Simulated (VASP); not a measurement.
Runs of VASP 6.6.1 on SiNi. The structure is that of space group P2_13 (No. 198), or close to it. The cells are those of the table. 

```tsv
task	cell	k mesh	cutoff (eV)	smearing	gap on the mesh (eV)	pressure (GPa)	relaxed volume (Å³/atom)	largest force (eV/Å)
single point	a = 4.377 Å, 8 atoms	8 × 8 × 8	520	gaussian 0.1 eV	none	14.6	-	-
single point	a = 4.512 Å, 8 atoms	8 × 8 × 8	520	gaussian 0.1 eV	none	-5.3	-	0.02
single point	a = 4.469 Å, 8 atoms	4 × 4 × 4	520	gaussian 0.1 eV	none	0.2	-	0.02
single point	a = 4.468 Å, 8 atoms	8 × 8 × 8	520	gaussian 0.1 eV	none	0.2	-	-
relaxation of cell and atoms	relaxed from a = 4.469 Å, 8 atoms	8 × 8 × 8	600	gaussian 0.1 eV	none	0.0	11.16	-
single point	a = 4.556 Å, 8 atoms	8 × 8 × 8	520	gaussian 0.1 eV	none	-9.9	-	-
single point	a = 4.497 Å, 8 atoms	8 × 8 × 8	600	gaussian 0.1 eV	none	(c)	-	(a)
single point	a = 4.423 Å, 8 atoms	8 × 8 × 8	520	gaussian 0.1 eV	none	6.8	-	(b)
single point	a = 4.468 Å, 8 atoms	8 × 8 × 8	520	gaussian 0.15 eV	none	0.2	-	-
single point	a = 4.612 Å, 8 atoms	8 × 8 × 8	520	gaussian 0.1 eV	none	-14.9	-	-
relaxation of cell and atoms	relaxed from a = 4.497 Å, 8 atoms	4 × 4 × 4	600	gaussian 0.1 eV	none	0.0	11.16	0.04
```

Alike in all rows: level PBEsol; potentials or basis VASP PAW PBE potentials, release 64 (Si, Ni); no spin polarisation.

Task: Fill in the values left out.

Result: (a) 1.17; (b) 0.01; (c) -2.4.

Caveats: the PAW data sets were made with another functional, which shifts forces and pressure a little; the relaxation stopped at a loose force limit of 0.05 eV/Å, so its end isn't a converged minimum (some runs).

A gap of «none» marks levels without a gap at the run's occupations.
